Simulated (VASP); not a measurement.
# Hf2ZrC3 (P-3m1) in VASP: notebook, part 2 of 2

VASP 6.6.1. The steps go on from the part before.

## (4) Single point, PBE (13.12 Å³/atom)

This run uses another cell than the first one, of 13.12 Å³/atom.

File INCAR:

```
PREC = Accurate ; ENCUT = 520
EDIFF = 1E-6 ; ISMEAR = 0
SIGMA = 0.1 ; LREAL = False
LASPH = True ; NELM = 60
ALGO = Normal ; ISIF = 2
LWAVE = False ; LCHARG = True
GGA = PE ; LELF = True
LVHAR = True ; NBANDS = 31
```

File KPOINTS:

```
Automatic mesh
0
Gamma
  12 12 4
```

File POSCAR:

```
Hf2ZrC3
1.0
    3.3348731648      0.0000000000      0.0000000000
   -1.6674365824      2.8880848791      0.0000000000
    0.0000000000      0.0000000000      8.1719873261
Zr Hf C
1 2 3
Direct
    0.0000000000      0.0000000000      0.0000000000
    0.6666666667      0.3333333333      0.6656596929
    0.3333333333      0.6666666667      0.3343403071
    0.3333333333      0.6666666667      0.8305862268
    0.6666666667      0.3333333333      0.1694137732
    0.0000000000      0.0000000000      0.5000000000
```

Potentials or basis: VASP PAW PBE potentials, release 64 (Zr_sv, Hf_pv, C).

Launch:

```bash
$ cat potpaw_PBE.64/Zr_sv/POTCAR potpaw_PBE.64/Hf_pv/POTCAR potpaw_PBE.64/C/POTCAR > POTCAR
$ mpirun -np 1 vasp_std > vasp.out
```

OUTCAR:

```text
PREC = Accurate
   ENCUT = 520
   EDIFF = 1E-6
   ISMEAR = 0
   LREAL = False
   LASPH = True
   NELM = 60
   ISIF = 2
   GGA = PE

 ion  position               nearest neighbor table
   1  0.000  0.000  0.000-   4 2.37   5 2.37   4 2.37   5 2.37   5 2.37   4 2.37   2 3.34   3 3.34
                             3 3.34   2 3.34   3 3.34   2 3.34
   2  0.667  0.333  0.666-   4 2.35   4 2.35   4 2.35   6 2.35   6 2.35   6 2.35   3 3.32   3 3.32
                             3 3.32   1 3.34   1 3.34   1 3.34
   3  0.333  0.667  0.334-   5 2.35   5 2.35   5 2.35   6 2.35   6 2.35   6 2.35   2 3.32   2 3.32
                             2 3.32   1 3.34   1 3.34   1 3.34
   4  0.333  0.667  0.831-   2 2.35   2 2.35   2 2.35   1 2.37   1 2.37   1 2.37
   5  0.667  0.333  0.169-   3 2.35   3 2.35   3 2.35   1 2.37   1 2.37   1 2.37
   6  0.000  0.000  0.500-   2 2.35   3 2.35   3 2.35   2 2.35   2 2.35   3 2.35

  LATTYP: Found a hexagonal cell.
 ALAT       =     3.3348731648
 C/A-ratio  =     2.4504642073

  Lattice vectors:

 A1 = (   3.3348731648,   0.0000000000,   0.0000000000)
 A2 = (  -1.6674365824,   2.8880848791,   0.0000000000)
 A3 = (   0.0000000000,   0.0000000000,   8.1719873261)

Analysis of symmetry for initial positions (statically):
=====================================================================
 Subroutine PRICEL returns:
 Original cell was already a primitive cell.

 Routine SETGRP: Setting up the symmetry group for a
 hexagonal supercell.

 Subroutine GETGRP returns: Found 12 space group operations
 (whereof 12 operations were pure point group operations)
 out of a pool of 24 trial point group operations.

The static configuration has the point symmetry D_3d.

Analysis of symmetry for dynamics (positions and initial velocities):
=====================================================================
 Subroutine PRICEL returns:
 Original cell was already a primitive cell.

 Routine SETGRP: Setting up the symmetry group for a
 hexagonal supercell.

 Subroutine GETGRP returns: Found 12 space group operations
 (whereof 12 operations were pure point group operations)
 out of a pool of 24 trial point group operations.

The dynamic configuration has the point symmetry D_3d.

 Subroutine INISYM returns: Found 12 space group operations
 (whereof 12 operations are pure point group operations),
 and found     1 'primitive' translations

----------------------------------------------------------------------------------------

                                     Primitive cell

  volume of cell :      78.7077

  direct lattice vectors                    reciprocal lattice vectors
     3.334873165  0.000000000  0.000000000     0.299861479  0.173125106  0.000000000
    -1.667436582  2.888084879  0.000000000     0.000000000  0.346250211  0.000000000
     0.000000000  0.000000000  8.171987326     0.000000000  0.000000000  0.122369255

  length of vectors
     3.334873165  3.334873165  8.171987326     0.346250211  0.346250211  0.122369255

  position of ions in fractional coordinates (direct lattice)
     0.000000000  0.000000000  0.000000000
     0.666666667  0.333333333  0.665659693
     0.333333333  0.666666667  0.334340307
     0.333333333  0.666666667  0.830586227
     0.666666667  0.333333333  0.169413773
     0.000000000  0.000000000  0.500000000
[... 40 lines left out ...]
  0.166667 -0.000000  0.000000      6.000000
  0.250000  0.000000  0.000000      6.000000
  0.333333 -0.000000  0.000000      6.000000
  0.416667 -0.000000  0.000000      6.000000
[... 16 lines left out ...]
  0.166667 -0.000000  0.250000      6.000000
  0.000000  0.166667  0.250000      6.000000
 [... further k-points ...]
   k-points           NKPTS =     69   k-points in BZ     NKDIM =     69   number of bands    NBANDS=     31
   number of dos      NEDOS =    301   number of ions     NIONS =      6
   total plane-waves  NPLWV =  50176
   dimension x,y,z NGX =    28 NGY =   28 NGZ =   64
   dimension x,y,z NGXF=    56 NGYF=   56 NGZF=  128
   ions per type =               1   2   3
   NGX,Y,Z   is equivalent  to a cutoff of  13.96, 13.96, 13.02 a.u.
   NGXF,Y,Z  is equivalent  to a cutoff of  27.92, 27.92, 26.04 a.u.
 SYSTEM =  unknown system
   PREC   = accura    normal or accurate (medium, high low for compatibility)
   ISTART =      0    job   : 0-new  1-cont  2-samecut
   ICHARG =      2    charge: 1-file 2-atom 10-const
   ISPIN  =      1    spin polarized calculation?
   LNONCOLLINEAR =      F non collinear calculations
   LSORBIT =      F    spin-orbit coupling
   LASPH  =      T    aspherical Exc in radial PAW
   ENCUT  =  520.0 eV  38.22 Ry    6.18 a.u.   6.20  6.20 15.19*2*pi/ulx,y,z
   NELM   =     60;   NELMIN=  2; NELMDL= -5     # of ELM steps
   EDIFF  = 0.1E-05   stopping-criterion for ELM
   LREAL  =      F    real-space projection
   EDIFFG = 0.1E-04   stopping-criterion for IOM
   NSW    =      0    number of steps for IOM
   IBRION =     -1    ionic relax: 0-MD 1-quasi-New 2-CG
   NFREE  =      0    steps in history (QN), initial steepest desc. (CG)
   ISIF   =      2    stress and relaxation
   ISYM   =      2    0-nonsym 1-usesym 2-fastsym
   POTIM  = 0.5000    time-step for ionic-motion
   TEBEG  =    0.0;   TEEND  =   0.0 temperature during run
   PSTRESS=    0.0 pullay stress
   NELECT =      44.0000    total number of electrons
   NUPDOWN=      -1.0000    fix difference up-down
   EMIN   =  10.00;   EMAX   =-10.00  energy-range for DOS
   EFERMI =   0.00;   METHOD = LEGACY
   ISMEAR =     0;   SIGMA  =   0.10  broadening in eV -4-tet -1-fermi 0-gaus
   EFERMI_NEDOS =   21; number of points for ismear=-14 and -15
   IALGO  =     38    algorithm
   IMIX   =      4    mixing-type and parameters
     AMIX     =   0.40;   BMIX     =  1.00
     AMIX_MAG =   1.60;   BMIX_MAG =  1.00
  volume/ion in A,a.u.               =      13.12        88.52
  Fermi-wavevector in a.u.,A,eV,Ry     =   1.348611  2.548505 24.745623  1.818752
  Thomas-Fermi vector in A             =   2.476266
   LORBIT       =      0    0 simple, 1 ext, 2 COOP (PROOUT), +10 PAW based schemes
   GGA     = PE    functional components
   LHFCALC =     F    Hartree Fock is set to
   AEXX    =    0.0000 exact exchange contribution
   IVDW    =     0    specifies the selected vdW correction
   LEPSILON=     F    determine dielectric tensor
   LRPA    =     F    only Hartree local field effects (RPA)
 non-spin polarized calculation
 Gauss-broadening in eV      SIGMA  =   0.10
  energy-cutoff  :      520.00
  volume of cell :       78.71
 maximum number of plane-waves:      2148
 NGX is ok and might be reduce to    28
   NGX = 13   NGY = 13   NGZ = 31

 number of electron      44.0000002 magnetization

 Free energy of the ion-electron system (eV)
  ---------------------------------------------------
  ext. energy  EPLUGINS =         0.00000000
  ---------------------------------------------------
  free energy    TOTEN  =       -61.49268062 eV

  energy without entropy =      -61.48919622  energy(sigma->0) =      -61.49093842

 E-fermi :   6.9199     XC(G=0): -12.0772

 val. band max:        6.8971282658   @ k =   0.4167  -0.0000   0.0000
 cond. band min:       6.9887692127   @ k =  -0.0833   0.4167   0.2500
 fundamental gap:      0.0916409469
 Fermi energy:         6.9199134173

 k-point     1 :       0.0000    0.0000    0.0000
  band No.  band energies     occupation
      1     -41.3004      2.00000
      2     -23.2485      2.00000
      3     -22.9646      2.00000
      4     -22.8535      2.00000
      5     -22.8535      2.00000
      6     -22.8221      2.00000
[... 805 lines left out ...]
     30      11.4868      0.00000
     31      11.8331      0.00000

 [... further k-points ...]

------------------------ aborting loop because EDIFF is reached ----------------------------------------

  FORCE on cell =-STRESS in cart. coord.  units (eV):
  Direction    XX          YY          ZZ          XY          YZ          ZX
  --------------------------------------------------------------------------------------
  -------------------------------------------------------------------------------------
  Total       -3.3588660     -3.3588660     -3.3494754     -0.0000000      0.0000000      0.0000000
  in kB      -68.3732620    -68.3732620    -68.1821070     -0.0000000      0.0000000      0.0000000
  external PRESSURE =     -68.3095437 kB  Pullay stress =       0.0000000 kB

 VOLUME and BASIS-vectors are now :
 -----------------------------------------------------------------------------
  energy-cutoff  :      520.00
  volume of cell :       78.71
      direct lattice vectors                 reciprocal lattice vectors
     3.334873165  0.000000000  0.000000000     0.299861479  0.173125106  0.000000000
    -1.667436582  2.888084879  0.000000000     0.000000000  0.346250211  0.000000000
     0.000000000  0.000000000  8.171987326     0.000000000  0.000000000  0.122369255

 POSITION                                       TOTAL-FORCE (eV/Angst)
 -----------------------------------------------------------------------------------
      0.00000      0.00000      0.00000         0.000000      0.000000     -0.000000
      1.66744      0.96269      5.43976        -0.000000      0.000000     -0.013903
     -0.00000      1.92539      2.73222         0.000000      0.000000      0.013903
     -0.00000      1.92539      6.78754        -0.000000      0.000000     -0.041810
      1.66744      0.96269      1.38445         0.000000     -0.000000      0.041810
      0.00000      0.00000      4.08599         0.000000      0.000000     -0.000000
 -----------------------------------------------------------------------------------
    total drift:                               -0.000000     -0.000000     -0.000000

  FREE ENERGIE OF THE ION-ELECTRON SYSTEM (eV)
  ---------------------------------------------------
  free  energy   TOTEN  =       -61.4926806176 eV

  energy  without entropy=      -61.4891962239  energy(sigma->0) =      -61.49093842
```

It took 5.1 min on 1 thread of Intel Xeon 8259CL, shared host; peak memory 0.32 GiB.

Results:

| Property | Result |
| --- | --- |
| Free energy | -61.4927 eV |
| Pressure | -6.8 GPa |
| Largest force | 0.042 eV/Å |
| Band gap on the k mesh | zero (bands 22 and 23 overlap by 1.36 eV) |

Forces in eV/Å, atoms in the order of the input:
```
Zr   0.000  0.000  0.000
Hf   0.000  0.000 -0.014
Hf   0.000  0.000  0.014
C    0.000  0.000 -0.042
C    0.000  0.000  0.042
C    0.000  0.000  0.000
```

Caveat: the cell stands under tension; spin-orbit coupling is left out, which moves the levels of the heavy elements.

## (5) The runs side by side

| cell | gap on the mesh (eV) | pressure (GPa) | largest force (eV/Å) |
| --- | --- | --- | --- |
| a = 3.269, b = 3.269, c = 8.010 Å, angles 90.0, 90.0, 120.0°, 6 atoms | none | 7.2 | 0.03 |
| a = 3.302, b = 3.302, c = 8.092 Å, angles 90.0, 90.0, 120.0°, 6 atoms | none | -0.4 | 0.03 |
| a = 3.335, b = 3.335, c = 8.172 Å, angles 90.0, 90.0, 120.0°, 6 atoms | none | -6.8 | 0.04 |

Alike in all rows: task single point; level PBE; potentials or basis VASP PAW PBE potentials, release 64 (Zr_sv, Hf_pv, C); no spin polarisation; k mesh 12 × 12 × 4; cutoff (eV) 520; smearing gaussian 0.1 eV.

Caveats: spin-orbit coupling is left out, which moves the levels of the heavy elements; the cell stands under pressure (at least some runs); the cell stands under tension (at least some runs).

Total energies depend on the potentials used, so only differences within one code and one set of settings carry meaning.
